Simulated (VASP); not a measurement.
H: single point with LDA

The system is H.

```
CELL_PARAMETERS angstrom
2.58340 0.00000 0.00000
0.00000 2.58340 0.00000
0.00000 0.00000 0.95598
ATOMIC_POSITIONS crystal
H 0.00000 0.00000 0.50000
```

This cell differs from its parent crystal: strain -0.025 along x and y, -0.025 along z.

| Quantity | Value |
| --- | --- |
| Program | VASP 6.6.1 |
| Task | single point |
| Functional | LDA |
| Potentials or basis | VASP PAW LDA potentials, release 64 (H) |
| Cutoff | 520 eV |
| k mesh | 10 × 10 × 26 |
| Occupations | gaussian, width 0.05 eV |
| Spin | no spin polarisation |
| Dipole correction | no |
| Further INCAR settings | ALGO = Normal; EDIFF = 1e-06; NBANDS = 6 |

```yaml
Pressure: 4.7 GPa
```

Stress tensor (GPa, compression positive):
```
 0.33  0.00  0.00
 0.00  0.33  0.00
 0.00  0.00 13.36
```

Levels at points of the mesh, in eV from the Fermi level:
```
           k point  band 1  band 2  band 3  band 4
(0.00, 0.00, 0.00)  -11.76    9.49   15.75   15.75
(0.50, 0.00, 0.00)  -10.06    1.73   16.49   19.08
(0.50, 0.50, 0.00)   -8.70    5.90    5.90    9.17
(0.00, 0.00, 0.50)   25.55   32.54   48.46   53.66
(0.50, 0.00, 0.50)   26.62   35.17   42.73   43.03
(0.50, 0.50, 0.50)   27.46   37.35   46.81   46.81
```

Wall time 5 s on 1 thread of Intel(R) Xeon(R) 6975P-C (Granite Rapids) (shared host), peak memory 0.1 GiB.

Caveat: the cell differs from its parent crystal (strain -0.025 along x and y, -0.025 along z).
